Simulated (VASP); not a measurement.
# Ag in VASP: single point with PBE+D3(BJ)

Aim: the single point of Ag with PBE+D3(BJ).

Everything below comes from runs of VASP 6.6.1. Logs are shortened: lines on timing, memory, paths and dates and some standing lists are left out, and cuts for length are marked.

## Step 1: The cell of the first run

The cell holds a slab with vacuum, 16 atoms: a = 5.761 Å, b = 5.761 Å, c = 24.055 Å, α = 90.00°, β = 90.00°, γ = 120.00°.

## Step 2: Single point, PBE+D3(BJ)

File INCAR:

```
SYSTEM = Ag
PREC = Accurate
ENCUT = 520
EDIFF = 1E-6
ISMEAR = 0
SIGMA = 0.1
LREAL = Auto
LASPH = .TRUE.
NELM = 100
ALGO = Normal
ISIF = 2
LWAVE = .FALSE.
LCHARG = .FALSE.
LDIPOL = .TRUE.
IDIPOL = 3
DIPOL = 0.5 0.5 0.500
GGA = PE
IVDW = 12
NBANDS = 102
```

File KPOINTS:

```
regular mesh
0
G
  6 6 1
  0 0 0
```

File POSCAR:

```
Ag
1.0
    5.7606259191      0.0000000000      0.0000000000
   -2.8803129595      4.9888483876      0.0000000000
    0.0000000000      0.0000000000     24.0552970504
Ag
16
Direct
    0.3333333333      0.1666666667      0.3533525270
    0.3333333333      0.6666666667      0.3533525270
    0.8333333333      0.1666666667      0.3533525270
    0.8333333333      0.6666666667      0.3533525270
    0.6666666667      0.3333333333      0.4511175090
    0.6666666667      0.8333333333      0.4511175090
    0.1666666667      0.3333333333      0.4511175090
    0.1666666667      0.8333333333      0.4511175090
    0.0000000000      0.5000000000      0.5479499017
    0.0000000000      0.0000000000      0.5479499017
    0.5000000000      0.5000000000      0.5479499017
    0.5000000000      0.0000000000      0.5479499017
    0.3333333333      0.6666666667      0.6462142044
    0.3333333333      0.1666666667      0.6462142044
    0.8333333333      0.6666666667      0.6462142044
    0.8333333333      0.1666666667      0.6462142044
```

Potentials or basis: VASP PAW PBE potentials, release 64 (Ag).

Launch:

```console
$ cat potpaw_PBE.64/Ag/POTCAR > POTCAR
$ mpirun -np 1 vasp_std > vasp.out
```

OUTCAR:

```text
SYSTEM = Ag
   PREC = Accurate
   ENCUT = 520
   EDIFF = 1E-6
   ISMEAR = 0
   LREAL = Auto
   LASPH = .TRUE.
   NELM = 100
   ISIF = 2
   GGA = PE
   IVDW = 12
 IVDW          = 12

 ion  position               nearest neighbor table
   1  0.333  0.167  0.353-   7 2.88   8 2.88   5 2.88   2 2.88   2 2.88   4 2.88   4 2.88   3 2.88
                             3 2.88
   2  0.333  0.667  0.353-   8 2.88   7 2.88   6 2.88   1 2.88   1 2.88   3 2.88   3 2.88   4 2.88
                             4 2.88
   3  0.833  0.167  0.353-   5 2.88   6 2.88   7 2.88   4 2.88   4 2.88   2 2.88   2 2.88   1 2.88
                             1 2.88
   4  0.833  0.667  0.353-   6 2.88   5 2.88   8 2.88   3 2.88   3 2.88   1 2.88   1 2.88   2 2.88
                             2 2.88
   5  0.667  0.333  0.451-  12 2.86   9 2.86  11 2.86   3 2.88   4 2.88   1 2.88   6 2.88   6 2.88
                             8 2.88   8 2.88   7 2.88   7 2.88
   6  0.667  0.833  0.451-  11 2.86  10 2.86  12 2.86   4 2.88   3 2.88   2 2.88   5 2.88   5 2.88
                             7 2.88   7 2.88   8 2.88   8 2.88
   7  0.167  0.333  0.451-  10 2.86  11 2.86   9 2.86   1 2.88   2 2.88   3 2.88   8 2.88   8 2.88
                             6 2.88   6 2.88   5 2.88   5 2.88
   8  0.167  0.833  0.451-   9 2.86  12 2.86  10 2.86   2 2.88   1 2.88   4 2.88   7 2.88   7 2.88
                             5 2.88   5 2.88   6 2.88   6 2.88
   9  0.000  0.500  0.548-   8 2.86   5 2.86   7 2.86  10 2.88  10 2.88  12 2.88  12 2.88  11 2.88
[... 22 lines left out ...]
 A1 = (   5.7606259191,   0.0000000000,   0.0000000000)
 A2 = (  -2.8803129595,   4.9888483876,   0.0000000000)
 A3 = (   0.0000000000,   0.0000000000,  24.0552970504)

Analysis of symmetry for initial positions (statically):
=====================================================================
 Subroutine PRICEL returns following result:

  LATTYP: Found a hexagonal cell.
 ALAT       =     2.8803129595
 C/A-ratio  =     8.3516261560

  Lattice vectors:

 A1 = (   2.8803129595,   0.0000000000,   0.0000000000)
 A2 = (  -1.4401564797,   2.4944241938,   0.0000000000)
 A3 = (   0.0000000000,   0.0000000000,  24.0552970504)

   4 primitive cells build up your supercell.

 Routine SETGRP: Setting up the symmetry group for a
 hexagonal supercell.

 Subroutine GETGRP returns: Found  6 space group operations
 (whereof  6 operations were pure point group operations)
 out of a pool of 24 trial point group operations.

The static configuration has the point symmetry C_3v.

Analysis of symmetry for dynamics (positions and initial velocities):
=====================================================================
 Subroutine PRICEL returns following result:

  LATTYP: Found a hexagonal cell.
 ALAT       =     2.8803129595
 C/A-ratio  =     8.3516261560

  Lattice vectors:

[... 118 lines left out ...]
     AMIX     =   0.40;   BMIX     =  1.00
     AMIX_MAG =   1.60;   BMIX_MAG =  1.00
  volume/ion in A,a.u.               =      43.21       291.58
  Fermi-wavevector in a.u.,A,eV,Ry     =   1.037573  1.960729 14.647468  1.076559
  Thomas-Fermi vector in A             =   2.172017
   LORBIT       =      0    0 simple, 1 ext, 2 COOP (PROOUT), +10 PAW based schemes
   GGA     = PE    functional components
   LHFCALC =     F    Hartree Fock is set to
   AEXX    =    0.0000 exact exchange contribution
   IVDW    =    12    specifies the selected vdW correction
   LEPSILON=     F    determine dielectric tensor
   LRPA    =     F    only Hartree local field effects (RPA)
 non-spin polarized calculation
 Gauss-broadening in eV      SIGMA  =   0.10
  energy-cutoff  :      520.00
  volume of cell :      691.32
 maximum number of plane-waves:     18677
 NGX is ok and might be reduce to    48
   NGX = 21   NGY = 21   NGZ = 89

 dipolmoment           0.000000      0.000000     -0.000763 electrons x Angstroem

 number of electron     175.9999982 magnetization

 dipolmoment           0.000000      0.000000      0.000791 electrons x Angstroem

 Free energy of the ion-electron system (eV)
  ---------------------------------------------------
  ext. energy  EPLUGINS =         0.00000000
  ---------------------------------------------------
  free energy    TOTEN  =       -40.72870411 eV

  energy without entropy =      -40.70708331  energy(sigma->0) =      -40.71789371

 E-fermi :   0.6291     XC(G=0):  -5.5038

 val. band max:        0.6022790758   @ k =   0.3333  -0.0000   0.0000
 cond. band min:       0.7536703395   @ k =   0.0000   0.0000   0.0000
 fundamental gap:      0.1513912638
 Fermi energy:         0.6290780730

 k-point     1 :       0.0000    0.0000    0.0000
  band No.  band energies     occupation
      1      -6.7998      2.00000
      2      -5.9033      2.00000
      3      -5.6604      2.00000
      4      -5.6604      2.00000
      5      -5.6604      2.00000
      6      -5.6412      2.00000
[... 710 lines left out ...]
     99       5.0211      0.00000
    100       5.0232      0.00000
 [bands above 100 left out]

------------------------ aborting loop because EDIFF is reached ----------------------------------------

 vacuum level on the upper side and lower side of the slab       (xc-potential included)        -0.113        -0.118

 Edisp (eV)   -7.24648

 E8    (eV) :    -3.2767

  FORCE on cell =-STRESS in cart. coord.  units (eV):
  Direction    XX          YY          ZZ          XY          YZ          ZX
  --------------------------------------------------------------------------------------
  -------------------------------------------------------------------------------------
  Total      -2.23932    -2.23932     0.03748    -0.00000     0.00000    -0.00000
  in kB      -5.18975    -5.18975     0.08686    -0.00000     0.00000    -0.00000
  external pressure =       -3.43 kB  Pullay stress =        0.00 kB

 VOLUME and BASIS-vectors are now :
 -----------------------------------------------------------------------------
  energy-cutoff  :      520.00
  volume of cell :      691.32
      direct lattice vectors                 reciprocal lattice vectors
     5.760625919  0.000000000  0.000000000     0.173592247  0.100223531  0.000000000
    -2.880312959  4.988848388  0.000000000     0.000000000  0.200447062  0.000000000
     0.000000000  0.000000000 24.055297050     0.000000000  0.000000000  0.041570886

 POSITION                                       TOTAL-FORCE (eV/Angst)
 -----------------------------------------------------------------------------------
      1.44016      0.83147      8.50000         0.000000     -0.000000     -0.033905
     -0.00000      3.32590      8.50000        -0.000000     -0.000000     -0.033905
      4.32047      0.83147      8.50000         0.000000     -0.000000     -0.033905
      2.88031      3.32590      8.50000        -0.000000     -0.000000     -0.033905
      2.88031      1.66295     10.85177         0.000000      0.000000      0.036667
      1.44016      4.15737     10.85177         0.000000     -0.000000      0.036667
[... 8 lines left out ...]
      2.88031      3.32590     15.54487         0.000000      0.000000     -0.004434
      4.32047      0.83147     15.54487         0.000000      0.000000     -0.004434
 -----------------------------------------------------------------------------------
    total drift:                                0.000000     -0.000001     -0.000202

  FREE ENERGIE OF THE ION-ELECTRON SYSTEM (eV)
  ---------------------------------------------------
  free  energy   TOTEN  =       -47.9751850562 eV

  energy  without entropy=      -47.9535642562  energy(sigma->0) =      -47.96437466

 vacuum level on the upper side and lower side of the slab         5.040         5.035
```

OSZICAR:

```text
N       E                     dE             d eps       ncg     rms          rms(c)
DAV:   1     0.113545075145E+04    0.11355E+04   -0.81875E+04  1428   0.150E+03
DAV:   2     0.435436937941E+01   -0.11311E+04   -0.10700E+04  1544   0.324E+02
DAV:   3    -0.433167362353E+02   -0.47671E+02   -0.46137E+02  1558   0.616E+01
DAV:   4    -0.442552214241E+02   -0.93849E+00   -0.93574E+00  1642   0.857E+00
[... 15 lines left out ...]
DAV:  20    -0.407286912466E+02   -0.76185E-05   -0.80581E-07   866   0.168E-03    0.613E-04
DAV:  21    -0.407286959886E+02   -0.47419E-05   -0.18787E-07   848   0.717E-04    0.364E-04
DAV:  22    -0.407287009918E+02   -0.50033E-05   -0.83928E-08   842   0.782E-04    0.239E-04
DAV:  23    -0.407287031851E+02   -0.21932E-05   -0.34073E-08   824   0.308E-04    0.331E-04
DAV:  24    -0.407287041058E+02   -0.92077E-06   -0.20890E-08   818   0.317E-04
   1 F= -.47975185E+02 E0= -.47964375E+02  d E =-.216208E-01
```

Wall time 15 min (1 thread of Intel Xeon 6975P-C (Granite Rapids), shared host); peak memory 0.9 GiB.

Results:

```
Free energy                : -47.9752 eV
Largest force              : 0.037 eV/Å
Band gap on the k mesh     : zero (bands 88 and 89 overlap by 1.08 eV)
Dispersion energy per atom : -0.453 eV
```

Forces in eV/Å, atoms in the order of the input:
```
Ag   0.000  0.000 -0.034
Ag   0.000  0.000 -0.034
Ag   0.000  0.000 -0.034
Ag   0.000  0.000 -0.034
Ag   0.000  0.000  0.037
Ag   0.000  0.000  0.037
Ag   0.000  0.000  0.037
Ag   0.000  0.000  0.037
Ag   0.000  0.000  0.002
Ag   0.000  0.000  0.002
Ag   0.000  0.000  0.002
Ag   0.000  0.000  0.002
Ag   0.000  0.000 -0.004
Ag   0.000  0.000 -0.004
Ag   0.000  0.000 -0.004
Ag   0.000  0.000 -0.004
```

The gap in the log of VASP goes by the Fermi energy; the results here count the filled bands.